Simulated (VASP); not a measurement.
# InSb (P4/mmm) in VASP: notebook, part 2 of 2

VASP 6.6.1.

### Step 4. Single point, PBE (strained)

Contents of INCAR:

```
PREC = Accurate
ENCUT = 520
EDIFF = 1E-6
ISMEAR = 0
SIGMA = 0.1
LREAL = F
LASPH = T
NELM = 60
ALGO = Normal
ISIF = 2
LWAVE = F
LCHARG = F
GGA = PE
NBANDS = 16
```

Contents of KPOINTS:

```
Automatic mesh
0
Gamma
  14 14 8
```

Contents of POSCAR:

```
InSb
1.0
    3.2415647616      0.0000000000      0.0000000000
    0.0000000000      3.2415647616      0.0000000000
    0.0000000000      0.0000000000      6.3621550920
In Sb
1 1
Direct
    0.0000000000      0.0000000000      0.0000000000
    0.0000000000      0.0000000000      0.5000000000
```

Potentials or basis: VASP PAW PBE potentials, release 64 (In_d, Sb).

The run is started by

```
$ cat potpaw_PBE.64/In_d/POTCAR potpaw_PBE.64/Sb/POTCAR > POTCAR
$ mpirun -np 1 vasp_std > vasp.out
```

OUTCAR:

```text
PREC = Accurate
   ENCUT = 520
   EDIFF = 1E-6
   ISMEAR = 0
   LREAL = F
   LASPH = T
   NELM = 60
   ISIF = 2
   GGA = PE

 ion  position               nearest neighbor table
   1  0.000  0.000  0.000-   2 3.18   2 3.18
   2  0.000  0.000  0.500-   1 3.18   1 3.18

  LATTYP: Found a simple tetragonal cell.
 ALAT       =     3.2415647616
 C/A-ratio  =     1.9626802362

  Lattice vectors:

 A1 = (   3.2415647616,   0.0000000000,   0.0000000000)
 A2 = (   0.0000000000,   3.2415647616,   0.0000000000)
 A3 = (   0.0000000000,   0.0000000000,   6.3621550920)

Analysis of symmetry for initial positions (statically):
=====================================================================
 Subroutine PRICEL returns:
 Original cell was already a primitive cell.

 Routine SETGRP: Setting up the symmetry group for a
 simple tetragonal supercell.

 Subroutine GETGRP returns: Found 16 space group operations
 (whereof 16 operations were pure point group operations)
 out of a pool of 16 trial point group operations.

The static configuration has the point symmetry D_4h.

Analysis of symmetry for dynamics (positions and initial velocities):
=====================================================================
 Subroutine PRICEL returns:
 Original cell was already a primitive cell.

 Routine SETGRP: Setting up the symmetry group for a
 simple tetragonal supercell.

 Subroutine GETGRP returns: Found 16 space group operations
 (whereof 16 operations were pure point group operations)
 out of a pool of 16 trial point group operations.

The dynamic configuration has the point symmetry D_4h.

 Subroutine INISYM returns: Found 16 space group operations
 (whereof 16 operations are pure point group operations),
 and found     1 'primitive' translations

----------------------------------------------------------------------------------------

                                     Primitive cell

  volume of cell :      66.8519

  direct lattice vectors                    reciprocal lattice vectors
     3.241564762  0.000000000  0.000000000     0.308492988  0.000000000  0.000000000
     0.000000000  3.241564762  0.000000000     0.000000000  0.308492988  0.000000000
     0.000000000  0.000000000  6.362155092     0.000000000  0.000000000  0.157179444

  length of vectors
     3.241564762  3.241564762  6.362155092     0.308492988  0.308492988  0.157179444

  position of ions in fractional coordinates (direct lattice)
     0.000000000  0.000000000  0.000000000
     0.000000000  0.000000000  0.500000000

  ion indices of the primitive-cell ions
   primitive index   ion index
                 1           1
                 2           2

----------------------------------------------------------------------------------------

 KPOINTS: Automatic mesh

Automatic generation of k-mesh.
 Grid dimensions read from file:
 generate k-points for:   14   14    8

 Generating k-lattice:

  Cartesian coordinates                     Fractional coordinates (reciprocal lattice)
     0.022035213  0.000000000  0.000000000     0.071428571  0.000000000  0.000000000
     0.000000000  0.022035213  0.000000000     0.000000000  0.071428571  0.000000000
     0.000000000  0.000000000  0.019647430     0.000000000  0.000000000  0.125000000

  Length of vectors
     0.022035213  0.022035213  0.019647430

  Shift w.r.t. Gamma in fractional coordinates (k-lattice)
     0.000000000  0.000000000  0.000000000

 Subroutine IBZKPT returns following result:
 ===========================================

 Found    180 irreducible k-points:

 Following reciprocal coordinates:
            Coordinates               Weight
  0.000000  0.000000  0.000000      1.000000
  0.071429  0.000000  0.000000      4.000000
  0.142857  0.000000  0.000000      4.000000
  0.214286  0.000000  0.000000      4.000000
  0.285714  0.000000  0.000000      4.000000
  0.357143  0.000000  0.000000      4.000000
[... 16 lines left out ...]
  0.285714  0.214286  0.000000      8.000000
  0.357143  0.214286  0.000000      8.000000
 [... further k-points ...]
   k-points           NKPTS =    180   k-points in BZ     NKDIM =    180   number of bands    NBANDS=     16
   number of dos      NEDOS =    301   number of ions     NIONS =      2
   total plane-waves  NPLWV =  27648
   dimension x,y,z NGX =    24 NGY =   24 NGZ =   48
   dimension x,y,z NGXF=    48 NGYF=   48 NGZF=   96
   ions per type =               1   1
   NGX,Y,Z   is equivalent  to a cutoff of  12.31, 12.31, 12.54 a.u.
   NGXF,Y,Z  is equivalent  to a cutoff of  24.62, 24.62, 25.09 a.u.
 SYSTEM =  unknown system
   PREC   = accura    normal or accurate (medium, high low for compatibility)
   ISTART =      0    job   : 0-new  1-cont  2-samecut
   ICHARG =      2    charge: 1-file 2-atom 10-const
   ISPIN  =      1    spin polarized calculation?
   LNONCOLLINEAR =      F non collinear calculations
   LSORBIT =      F    spin-orbit coupling
   LASPH  =      T    aspherical Exc in radial PAW
   ENCUT  =  520.0 eV  38.22 Ry    6.18 a.u.   6.03  6.03 11.83*2*pi/ulx,y,z
   NELM   =     60;   NELMIN=  2; NELMDL= -5     # of ELM steps
   EDIFF  = 0.1E-05   stopping-criterion for ELM
   LREAL  =      F    real-space projection
   EDIFFG = 0.1E-04   stopping-criterion for IOM
   NSW    =      0    number of steps for IOM
   IBRION =     -1    ionic relax: 0-MD 1-quasi-New 2-CG
   NFREE  =      0    steps in history (QN), initial steepest desc. (CG)
   ISIF   =      2    stress and relaxation
   ISYM   =      2    0-nonsym 1-usesym 2-fastsym
   POTIM  = 0.5000    time-step for ionic-motion
   TEBEG  =    0.0;   TEEND  =   0.0 temperature during run
   PSTRESS=    0.0 pullay stress
   NELECT =      18.0000    total number of electrons
   NUPDOWN=      -1.0000    fix difference up-down
   EMIN   =  10.00;   EMAX   =-10.00  energy-range for DOS
   EFERMI =   0.00;   METHOD = LEGACY
   ISMEAR =     0;   SIGMA  =   0.10  broadening in eV -4-tet -1-fermi 0-gaus
   EFERMI_NEDOS =   21; number of points for ismear=-14 and -15
   IALGO  =     38    algorithm
   IMIX   =      4    mixing-type and parameters
     AMIX     =   0.40;   BMIX     =  1.00
     AMIX_MAG =   1.60;   BMIX_MAG =  1.00
  volume/ion in A,a.u.               =      33.43       225.57
  Fermi-wavevector in a.u.,A,eV,Ry     =   1.057128  1.997683 15.204792  1.117521
  Thomas-Fermi vector in A             =   2.192390
   LORBIT       =      0    0 simple, 1 ext, 2 COOP (PROOUT), +10 PAW based schemes
   GGA     = PE    functional components
   LHFCALC =     F    Hartree Fock is set to
   AEXX    =    0.0000 exact exchange contribution
   IVDW    =     0    specifies the selected vdW correction
   LEPSILON=     F    determine dielectric tensor
   LRPA    =     F    only Hartree local field effects (RPA)
 non-spin polarized calculation
 Gauss-broadening in eV      SIGMA  =   0.10
  energy-cutoff  :      520.00
  volume of cell :       66.85
 maximum number of plane-waves:      1824
   NGX = 13   NGY = 13   NGZ = 23

 number of electron      17.9999996 magnetization

 Free energy of the ion-electron system (eV)
  ---------------------------------------------------
  ext. energy  EPLUGINS =         0.00000000
  ---------------------------------------------------
  free energy    TOTEN  =        -6.46443120 eV

  energy without entropy =       -6.45686086  energy(sigma->0) =       -6.46064603

 E-fermi :   5.3038     XC(G=0):  -9.0997

 val. band max:        5.3019595284   @ k =   0.2857   0.2143   0.3750
 cond. band min:       5.3322260952   @ k =   0.2143   0.1429   0.2500
 fundamental gap:      0.0302665668
 Fermi energy:         5.3037809785

 k-point     1 :       0.0000    0.0000    0.0000
  band No.  band energies     occupation
      1      -9.4423      2.00000
      2      -9.2720      2.00000
      3      -9.0434      2.00000
      4      -9.0434      2.00000
      5      -9.0034      2.00000
      6      -5.4192      2.00000
[... 8 lines left out ...]
     15      13.2043      0.00000
     16      14.2123      0.00000

 k-point     2 :       0.0714    0.0000    0.0000
  band No.  band energies     occupation
      1      -9.4301      2.00000
      2      -9.2654      2.00000
      3      -9.0510      2.00000
      4      -9.0428      2.00000
      5      -9.0093      2.00000
      6      -5.3538      2.00000
[... 8 lines left out ...]
     15      13.8179      0.00000
     16      14.4022      0.00000
[... 387 lines left out ...]
      5      -9.0920      2.00000
      6      -3.8572      2.00000
[... 8 lines left out ...]
     15      13.2744      0.00000
     16      13.8971      0.00000

 k-point    24 :       0.3571    0.2143    0.0000
  band No.  band energies     occupation
      1      -9.1886      2.00000
      2      -9.1617      2.00000
      3      -9.1573      2.00000
      4      -9.0889      2.00000
      5      -9.0597      2.00000
      6      -3.3861      2.00000
[... 8 lines left out ...]
     15      12.8809      0.00000
     16      13.7657      0.00000

 [... further k-points ...]
[... 5 lines left out ...]
  --------------------------------------------------------------------------------------
  -------------------------------------------------------------------------------------
  Total       -1.7864250     -1.7864250     -1.1328854      0.0000000      0.0000000     -0.0000000
  in kB      -42.8135975    -42.8135975    -27.1508181      0.0000000      0.0000000     -0.0000000
  external PRESSURE =     -37.5926710 kB  Pullay stress =       0.0000000 kB

 VOLUME and BASIS-vectors are now :
 -----------------------------------------------------------------------------
  energy-cutoff  :      520.00
  volume of cell :       66.85
      direct lattice vectors                 reciprocal lattice vectors
     3.241564762  0.000000000  0.000000000     0.308492988  0.000000000  0.000000000
     0.000000000  3.241564762  0.000000000     0.000000000  0.308492988  0.000000000
     0.000000000  0.000000000  6.362155092     0.000000000  0.000000000  0.157179444

 POSITION                                       TOTAL-FORCE (eV/Angst)
 -----------------------------------------------------------------------------------
      0.00000      0.00000      0.00000         0.000000      0.000000      0.000000
      0.00000      0.00000      3.18108         0.000000      0.000000      0.000000
 -----------------------------------------------------------------------------------
    total drift:                                0.000000     -0.000000     -0.000000

  FREE ENERGIE OF THE ION-ELECTRON SYSTEM (eV)
  ---------------------------------------------------
  free  energy   TOTEN  =        -6.4644311968 eV

  energy  without entropy=       -6.4568608620  energy(sigma->0) =       -6.46064603
```

Run time: 94 s. Hardware: 1 thread of Intel Xeon Platinum 8259CL at 2.50GHz (Skylake/Cascade Lake), shared host; peak memory 0.32 GiB.

What came out:

* Free energy: -6.4644 eV
* Pressure: -3.8 GPa
* Band gap on the k mesh: zero (band 9 reaches 8.87 eV, above the bottom of band 10 at 4.05 eV)

Caveat: the cell differs from its parent crystal (strained); spin-orbit coupling is left out, which moves the levels of the heavy elements.

### Step 5. Overview

| cell | gap on the mesh (eV) | pressure (GPa) |
| --- | --- | --- |
| a = 2.935, b = 2.935, c = 6.489 Å, 2 atoms | none | 4.4 |
| a = 2.965, b = 2.965, c = 6.363 Å, 2 atoms | none | 3.8 |
| a = 3.242, b = 3.242, c = 6.362 Å, 2 atoms | none | -3.8 |

Alike in all rows: task single point; level PBE; potentials or basis VASP PAW PBE potentials, release 64 (In_d, Sb); no spin polarisation; k mesh 14 × 14 × 8; cutoff (eV) 520; smearing gaussian 0.1 eV.

Caveats: spin-orbit coupling is left out, which moves the levels of the heavy elements.

Total energies depend on the potentials used, so only differences within one code and one set of settings carry meaning.
